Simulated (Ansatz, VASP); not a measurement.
One calculation of Be, two programs

```
CELL_PARAMETERS angstrom
2.25541 0.00000 0.00000
-1.12771 1.95324 0.00000
0.00000 0.00000 7.36617
ATOMIC_POSITIONS crystal
Be 0.00000 0.00000 0.00000
Be 0.00000 0.00000 0.50000
Be 0.33333 0.66667 0.25000
Be 0.66667 0.33333 0.75000
```

Alike in both runs: task relaxation of cell and atoms; functional BLYP; k mesh 16 × 16 × 5; occupations fermi-dirac, width 0.1 eV; no spin polarisation.

|  | VASP | Ansatz |
| --- | --- | --- |
| version | VASP 6.6.1 | Ansatz 0.2.0 |
| potentials or method | VASP PAW PBE potentials, release 64 (Be), cutoff 600 eV | plane waves (420 eV) with PAW, scalar-relativistic |
| valence electrons in the cell | 8 | 8 |

|  | VASP | Ansatz | Ansatz less VASP |
| --- | --- | --- | --- |
| relaxed volume (Å³/atom) | 7.92 | 7.92 | -0.001 |
| relaxed cell length with the largest relative difference (Å) | 7.163 | 7.166 | +0.0025 |

VASP's potentials were made for PBE, not for BLYP.
